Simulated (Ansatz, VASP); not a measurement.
**One calculation of Cd, two programs**

INCAR

```
SYSTEM = Cd
PREC     = Accurate       ! precision mode
ENCUT    = 600            ! plane-wave cutoff, eV
EDIFF    = 1E-6           ! SCF threshold, eV
ISMEAR   = -1             ! smearing method
SIGMA    = 0.05           ! smearing width, eV
LREAL    = .FALSE.        ! projectors in reciprocal space
LASPH    = .TRUE.         ! aspherical terms in the spheres
NELM     = 60             ! most SCF steps
ALGO     = Normal         ! electronic algorithm
ISIF     = 3              ! what is computed and relaxed
LWAVE    = .FALSE.        ! write WAVECAR
LCHARG   = .FALSE.        ! write CHGCAR
GGA      = PE             ! functional
IBRION   = 2              ! ionic algorithm
NSW      = 60             ! ionic steps
EDIFFG   = -0.005         ! ionic threshold
```

File KPOINTS:

```
regular mesh
0
G
  17 17 17
  0 0 0
```

The input POSCAR:

```
Cd
1.0
   -1.7942719145      1.7942719145      1.7942719145
    1.7942719145     -1.7942719145      1.7942719145
    1.7942719145      1.7942719145     -1.7942719145
Cd
1
Direct
    0.0000000000      0.0000000000      0.0000000000
```

Input for Ansatz:

```yaml
crystal:
  lattice:
    - [-1.7942719145, 1.7942719145, 1.7942719145]
    - [1.7942719145, -1.7942719145, 1.7942719145]
    - [1.7942719145, 1.7942719145, -1.7942719145]
  atoms:
    - { symbol: Cd, position: [0.0, 0.0, 0.0] }
kpoints:
  mp_grid: { grid: [17, 17, 17] }
scf:
  occupations: { method: fermi_dirac, width: 0.05 }
hamiltonian:
  xc: pbe
  pseudopotentials: { kind: paw }
output:
  forces: true
  stress: true
relax:
  f_tol: 0.005
  max_steps: 40
  cell: {}
```

Alike in both runs: task relaxation of cell and atoms; functional PBE; k mesh 17 × 17 × 17; occupations fermi-dirac, width 0.05 eV; no spin polarisation.

|  | VASP | Ansatz |
| --- | --- | --- |
| version | VASP 6.6.1 | Ansatz 0.2.0 |
| potentials or method | VASP PAW PBE potentials, release 64 (Cd) | PAW with Ansatz's default frozen-core files, scalar-relativistic |
| plane-wave cutoff (eV) | 600 | 420 |
| valence electrons in the cell | 12 | 20 |

Ansatz gave:

- relaxed volume (Å³/atom): 23.40
- relaxed cell length with the largest relative difference (Å): 3.121

Q: Which values does VASP return?

A: Relaxed volume (Å³/atom): 23.49; relaxed cell length with the largest relative difference (Å): 3.125.

VASP's potentials hold 12 valence electrons a cell and Ansatz's 20, so a difference there can come from the potentials and not from the codes.
